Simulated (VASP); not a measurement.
# Yb (P6_3/mmc) in VASP: further runs

Runs on Yb. Level: r2SCAN. Tasks: single point.

Everything below comes from runs of VASP 6.6.1. Logs are shortened: lines on timing, memory, paths and dates and some standing lists are left out, and cuts for length are marked.

**1. The cell of the first run**

The structure is hexagonal, space group P6_3/mmc (No. 194). The conventional cell has a = 3.880 Å, b = 3.880 Å, c = 6.386 Å, α = 90.00°, β = 90.00°, γ = 120.00°. Within 5.1 Å of Yb (site symmetry -6m2) lie 12 Yb at 3.88 to 3.90 Å.

This isn't the form of Yb at room conditions, which is fcc.

**2. Single point, r2SCAN**

Contents of POSCAR:

```
Yb
1.0
    3.8799000000      0.0000000000      0.0000000000
   -1.9399500000      3.3600920000      0.0000000000
    0.0000000000      0.0000000000      6.3859000000
Yb
2
Direct
    0.3333333333      0.6666666667      0.2500000000
    0.6666666667      0.3333333333      0.7500000000
```

Contents of INCAR.step1:

```
PREC = Accurate ; ENCUT = 520
ISMEAR = -1 ; SIGMA = 0.1
LREAL = False ; LASPH = True
NELM = 60 ; NBANDS = 31
GGA = PE ; ALGO = Normal
EDIFF = 1E-4 ; LWAVE = True
LCHARG = False
```

Contents of INCAR.step2:

```
PREC = Accurate ; ENCUT = 520
EDIFF = 1E-6 ; ISMEAR = -1
SIGMA = 0.1 ; LREAL = False
LASPH = True ; NELM = 60
ALGO = Normal ; ISIF = 2
LWAVE = False ; LCHARG = True
METAGGA = R2SCAN ; LMIXTAU = True
LELF = True ; LVHAR = True
NBANDS = 31 ; ISTART = 1
```

Contents of KPOINTS:

```
Automatic mesh
0
Gamma
  2 2 1
```

Potentials or basis: VASP PAW PBE potentials, release 64 (Yb).

The run is started by

```bash
$ cat potpaw_PBE.64/Yb/POTCAR > POTCAR
$ cp INCAR.step1 INCAR
$ mpirun -np 1 vasp_std > vasp.out
$ cp INCAR.step2 INCAR
$ mpirun -np 1 vasp_std > vasp.out
```

OUTCAR:

```text
PREC = Accurate
   ENCUT = 520
   EDIFF = 1E-6
   ISMEAR = -1
   LREAL = False
   LASPH = True
   NELM = 60
   ISIF = 2
   METAGGA = R2SCAN
   ISTART = 1

 ion  position               nearest neighbor table
   1  0.333  0.667  0.250-
   2  0.667  0.333  0.750-

  LATTYP: Found a hexagonal cell.
 ALAT       =     3.8799000000
 C/A-ratio  =     1.6458929354

  Lattice vectors:

 A1 = (   3.8799000000,   0.0000000000,   0.0000000000)
 A2 = (  -1.9399500000,   3.3600920000,   0.0000000000)
 A3 = (   0.0000000000,   0.0000000000,   6.3859000000)

Analysis of symmetry for initial positions (statically):
=====================================================================
 Subroutine PRICEL returns:
 Original cell was already a primitive cell.

 Routine SETGRP: Setting up the symmetry group for a
 hexagonal supercell.

 Subroutine GETGRP returns: Found 24 space group operations
 (whereof 12 operations were pure point group operations)
 out of a pool of 24 trial point group operations.

The static configuration has the point symmetry D_3d.
 The point group associated with its full space group is D_6h.

Analysis of symmetry for dynamics (positions and initial velocities):
=====================================================================
 Subroutine PRICEL returns:
 Original cell was already a primitive cell.

 Routine SETGRP: Setting up the symmetry group for a
 hexagonal supercell.

 Subroutine GETGRP returns: Found 24 space group operations
 (whereof 12 operations were pure point group operations)
 out of a pool of 24 trial point group operations.

The dynamic configuration has the point symmetry D_3d.
 The point group associated with its full space group is D_6h.

 Subroutine INISYM returns: Found 24 space group operations
 (whereof 12 operations are pure point group operations),
 and found     1 'primitive' translations

----------------------------------------------------------------------------------------

                                     Primitive cell

  volume of cell :      83.2518

  direct lattice vectors                    reciprocal lattice vectors
     3.879900000  0.000000000  0.000000000     0.257738602  0.148805449  0.000000000
    -1.939950000  3.360092000  0.000000000     0.000000000  0.297610899  0.000000000
     0.000000000  0.000000000  6.385900000     0.000000000  0.000000000  0.156594998

  length of vectors
     3.879900000  3.879900031  6.385900000     0.297610901  0.297610899  0.156594998

  position of ions in fractional coordinates (direct lattice)
     0.333333333  0.666666667  0.250000000
     0.666666667  0.333333333  0.750000000

  ion indices of the primitive-cell ions
   primitive index   ion index
                 1           1
                 2           2

----------------------------------------------------------------------------------------

 KPOINTS: Automatic mesh

Automatic generation of k-mesh.
 Grid dimensions read from file:
 generate k-points for:    2    2    1

 Generating k-lattice:

  Cartesian coordinates                     Fractional coordinates (reciprocal lattice)
     0.128869301  0.074402725  0.000000000     0.500000000  0.000000000  0.000000000
     0.000000000  0.148805449  0.000000000     0.000000000  0.500000000  0.000000000
     0.000000000  0.000000000  0.156594998     0.000000000  0.000000000  1.000000000

  Length of vectors
     0.148805451  0.148805449  0.156594998

  Shift w.r.t. Gamma in fractional coordinates (k-lattice)
     0.000000000  0.000000000  0.000000000

 Subroutine IBZKPT returns following result:
 ===========================================

 Found      2 irreducible k-points:

 Following reciprocal coordinates:
            Coordinates               Weight
  0.000000  0.000000  0.000000      1.000000
  0.500000  0.000000  0.000000      3.000000
   k-points           NKPTS =      2   k-points in BZ     NKDIM =      2   number of bands    NBANDS=     31
   number of dos      NEDOS =    301   number of ions     NIONS =      2
   total plane-waves  NPLWV =  43200
   dimension x,y,z NGX =    30 NGY =   30 NGZ =   48
   dimension x,y,z NGXF=    60 NGYF=   60 NGZF=   96
   ions per type =               2
   NGX,Y,Z   is equivalent  to a cutoff of  12.85, 12.85, 12.50 a.u.
   NGXF,Y,Z  is equivalent  to a cutoff of  25.71, 25.71, 24.99 a.u.
 SYSTEM =  unknown system
   PREC   = accura    normal or accurate (medium, high low for compatibility)
   ISTART =      1    job   : 0-new  1-cont  2-samecut
   ICHARG =      0    charge: 1-file 2-atom 10-const
   ISPIN  =      1    spin polarized calculation?
   LNONCOLLINEAR =      F non collinear calculations
   LSORBIT =      F    spin-orbit coupling
   LASPH  =      T    aspherical Exc in radial PAW
   ENCUT  =  520.0 eV  38.22 Ry    6.18 a.u.   7.21  7.21 11.87*2*pi/ulx,y,z
   NELM   =     60;   NELMIN=  2; NELMDL=  0     # of ELM steps
   EDIFF  = 0.1E-05   stopping-criterion for ELM
   LREAL  =      F    real-space projection
   EDIFFG = 0.1E-04   stopping-criterion for IOM
   NSW    =      0    number of steps for IOM
   IBRION =     -1    ionic relax: 0-MD 1-quasi-New 2-CG
   NFREE  =      0    steps in history (QN), initial steepest desc. (CG)
   ISIF   =      2    stress and relaxation
   ISYM   =      2    0-nonsym 1-usesym 2-fastsym
   POTIM  = 0.5000    time-step for ionic-motion
   TEBEG  =    0.0;   TEEND  =   0.0 temperature during run
   PSTRESS=    0.0 pullay stress
   NELECT =      48.0000    total number of electrons
   NUPDOWN=      -1.0000    fix difference up-down
   EMIN   =  10.00;   EMAX   =-10.00  energy-range for DOS
   EFERMI =   0.00;   METHOD = LEGACY
   ISMEAR =    -1;   SIGMA  =   0.10  broadening in eV -4-tet -1-fermi 0-gaus
   EFERMI_NEDOS =   21; number of points for ismear=-14 and -15
   IALGO  =     38    algorithm
   IMIX   =      4    mixing-type and parameters
     AMIX     =   0.40;   BMIX     =  1.00
     AMIX_MAG =   1.60;   BMIX_MAG =  1.00
  volume/ion in A,a.u.               =      41.63       280.91
  Fermi-wavevector in a.u.,A,eV,Ry     =   1.362565  2.574875 25.260359  1.856584
  Thomas-Fermi vector in A             =   2.489044
   LORBIT       =      0    0 simple, 1 ext, 2 COOP (PROOUT), +10 PAW based schemes
   METAGGA = R2SCAN    functional components
   LHFCALC =     F    Hartree Fock is set to
   AEXX    =    0.0000 exact exchange contribution
   IVDW    =     0    specifies the selected vdW correction
   LEPSILON=     F    determine dielectric tensor
   LRPA    =     F    only Hartree local field effects (RPA)
 non-spin polarized calculation
  energy-cutoff  :      520.00
  volume of cell :       83.25
 maximum number of plane-waves:      2249
 NGX is ok and might be reduce to    30
   NGX = 15   NGY = 15   NGZ = 23

 number of electron      48.0000033 magnetization

 Free energy of the ion-electron system (eV)
  ---------------------------------------------------
  ext. energy  EPLUGINS =         0.00000000
  ---------------------------------------------------
  free energy    TOTEN  =       -70.82117771 eV

  energy without entropy =      -70.52368918  energy(sigma->0) =      -70.67243345

 E-fermi :   0.9042     XC(G=0):  -9.4913

 val. band max:        0.5603891472   @ k =   0.5000   0.0000   0.0000
 cond. band min:       0.9808425110   @ k =   0.0000   0.0000   0.0000
 fundamental gap:      0.4204533638
 Fermi energy:         0.9042021404

 k-point     1 :       0.0000    0.0000    0.0000
  band No.  band energies     occupation
      1     -52.5923      2.00000
      2     -52.5841      2.00000
      3     -24.4431      2.00000
      4     -24.2462      2.00000
      5     -24.1931      2.00000
      6     -24.1930      2.00000
[... 23 lines left out ...]
     30       4.5598      0.00000
     31       5.2541      0.00000

 k-point     2 :       0.5000    0.0000    0.0000
  band No.  band energies     occupation
      1     -52.5836      2.00000
      2     -52.5809      2.00000
      3     -24.3558      2.00000
      4     -24.3552      2.00000
      5     -24.3256      2.00000
      6     -24.2914      2.00000
[... 23 lines left out ...]
     30       6.4824      0.00000
     31       7.3535      0.00000

------------------------ aborting loop because EDIFF is reached ----------------------------------------

  FORCE on cell =-STRESS in cart. coord.  units (eV):
  Direction    XX          YY          ZZ          XY          YZ          ZX
  --------------------------------------------------------------------------------------
  -------------------------------------------------------------------------------------
  Total        0.3281529      0.3281529     -2.6736236     -0.0000000      0.0000000      0.0000000
  in kB        6.3152863      6.3152864    -51.4537500     -0.0000000      0.0000000      0.0000000
  external PRESSURE =     -12.9410591 kB  Pullay stress =       0.0000000 kB

 VOLUME and BASIS-vectors are now :
 -----------------------------------------------------------------------------
  energy-cutoff  :      520.00
  volume of cell :       83.25
      direct lattice vectors                 reciprocal lattice vectors
     3.879900000  0.000000000  0.000000000     0.257738602  0.148805449  0.000000000
    -1.939950000  3.360092000  0.000000000     0.000000000  0.297610899  0.000000000
     0.000000000  0.000000000  6.385900000     0.000000000  0.000000000  0.156594998

 POSITION                                       TOTAL-FORCE (eV/Angst)
 -----------------------------------------------------------------------------------
     -0.00000      2.24006      1.59648        -0.000000     -0.000000      0.000000
      1.93995      1.12003      4.78943         0.000000      0.000000      0.000000
 -----------------------------------------------------------------------------------
    total drift:                               -0.000000      0.000000     -0.000000

  FREE ENERGIE OF THE ION-ELECTRON SYSTEM (eV)
  ---------------------------------------------------
  free  energy   TOTEN  =       -70.8211777136 eV

  energy  without entropy=      -70.5236891801  energy(sigma->0) =      -70.67243345
```

It took 4.4 min on 1 thread of Intel Xeon 8259CL, shared host; peak memory 0.22 GiB.

The run converged, but its numbers aren't listed here, since they failed a check.

Caveat: the k points lie up to 0.98 Å⁻¹ apart, too coarse for converged energies, forces and pressures; the mesh shows a gap though the element is a metal; the PAW data sets were made with another functional, which shifts forces and pressure a little; spin-orbit coupling is left out, which moves the levels of the heavy elements.

**3. Single point, r2SCAN**

POSCAR is that of step 2.

Contents of INCAR.step1:

```
SYSTEM = Yb
  PREC = Accurate
  ENCUT = 520
  ISMEAR = -1
  SIGMA = 0.1
  LREAL = .FALSE.
  LASPH = .TRUE.
  NELM = 80
  NBANDS = 31
  GGA = PE
  ALGO = Normal
  EDIFF = 1E-4
  LWAVE = .TRUE.
  LCHARG = .FALSE.
```

Contents of INCAR.step2:

```
SYSTEM = Yb
  PREC = Accurate
  ENCUT = 520
  EDIFF = 1E-6
  ISMEAR = -1
  SIGMA = 0.1
  LREAL = .FALSE.
  LASPH = .TRUE.
  NELM = 80
  ALGO = Normal
  ISIF = 2
  LWAVE = .FALSE.
  LCHARG = .FALSE.
  METAGGA = R2SCAN
  LMIXTAU = .TRUE.
  NBANDS = 31
  ISTART = 1
```

Contents of KPOINTS:

```
regular mesh
0
G
  3 3 2
  0 0 0
```

Potentials or basis: VASP PAW PBE potentials, release 64 (Yb).

The run is started by

```bash
$ cat potpaw_PBE.64/Yb/POTCAR > POTCAR
$ cp INCAR.step1 INCAR
$ mpirun -np 1 vasp_std > vasp.out
$ cp INCAR.step2 INCAR
$ mpirun -np 1 vasp_std > vasp.out
```

Run time: 5.2 min. Hardware: 1 thread of Intel Xeon 8259CL, shared host; peak memory 0.22 GiB.

It converged, with:

```
Free energy            : -70.7465 eV
Pressure               : -2.7 GPa
Band gap on the k mesh : zero (bands 24 and 25 overlap by 0.38 eV)
```

Stress tensor (GPa, compression positive):
```
-3.12  0.00  0.00
 0.00 -3.12  0.00
 0.00  0.00 -1.74
```

Levels at points of the mesh, in eV from the Fermi level:
```tsv
k point	band 20	band 21	band 22	band 23	band 24	band 25	band 26	band 27	band 28	band 29
(0.00, 0.00, 0.00)	-0.49	-0.47	-0.47	-0.47	-0.47	-0.07	2.92	2.97	2.97	3.50
(0.00, 0.00, 0.50)	-0.47	-0.47	-0.47	-0.47	-0.47	1.59	1.59	2.97	2.97	2.97
```

Caveat: the k points lie up to 0.62 Å⁻¹ apart; the PAW data sets were made with another functional, which shifts forces and pressure a little; spin-orbit coupling is left out, which moves the levels of the heavy elements.

**4. Single point, r2SCAN**

POSCAR is that of step 3.

Contents of INCAR.step1:

```
SYSTEM = Yb
PREC = Accurate ; ENCUT = 520
ISMEAR = -1 ; SIGMA = 0.1
LREAL = .False. ; LASPH = .True.
NELM = 80 ; NBANDS = 31
GGA = PE ; ALGO = Normal
EDIFF = 1E-4 ; LWAVE = .True.
LCHARG = .False.
```

Contents of INCAR.step2:

```
SYSTEM = Yb
PREC = Accurate ; ENCUT = 520
EDIFF = 1E-6 ; ISMEAR = -1
SIGMA = 0.1 ; LREAL = .False.
LASPH = .True. ; NELM = 80
ALGO = Normal ; ISIF = 2
LWAVE = .False. ; LCHARG = .False.
METAGGA = R2SCAN ; LMIXTAU = .True.
NBANDS = 31 ; ISTART = 1
```

Contents of KPOINTS:

```
Automatic mesh
0
Gamma
  4 4 2
  0 0 0
```

The run is started by

```bash
$ cat potpaw_PBE.64/Yb/POTCAR > POTCAR
$ cp INCAR.step1 INCAR
$ mpirun -np 1 vasp_std > vasp.out
$ cp INCAR.step2 INCAR
$ mpirun -np 1 vasp_std > vasp.out
```

It took 10 min on 1 thread of Intel Xeon 8259CL, shared host; peak memory 0.22 GiB.

It converged, with:

```
Free energy            : -71.0241 eV
Pressure               : -5.5 GPa
Band gap on the k mesh : zero (bands 24 and 25 overlap by 0.29 eV)
```

Stress tensor (GPa, compression positive):
```
-6.27  0.00  0.00
 0.00 -6.27  0.00
 0.00  0.00 -3.96
```

Levels at points of the mesh, in eV from the Fermi level:
```
           k point  band 20  band 21  band 22  band 23  band 24  band 25  band 26  band 27  band 28  band 29
(0.00, 0.00, 0.00)    -0.47    -0.45    -0.45    -0.45    -0.45    -0.07     2.92     2.96     2.96     3.48
(0.50, 0.00, 0.00)    -0.44    -0.44    -0.44    -0.43    -0.41     0.03     0.24     1.62     2.33     2.84
(0.00, 0.00, 0.50)    -0.45    -0.44    -0.44    -0.44    -0.44     1.58     1.58     2.96     2.96     2.96
(0.50, 0.00, 0.50)    -0.48    -0.44    -0.44    -0.43    -0.43     0.20     0.20     1.68     1.68     3.87
```

Caveat: the k points lie up to 0.49 Å⁻¹ apart; the PAW data sets were made with another functional, which shifts forces and pressure a little; spin-orbit coupling is left out, which moves the levels of the heavy elements. Spin polarisation is off, so any magnetic state and its effect on volume and gap are missing.

The gap in the log of VASP goes by the Fermi energy; the results here count the filled bands.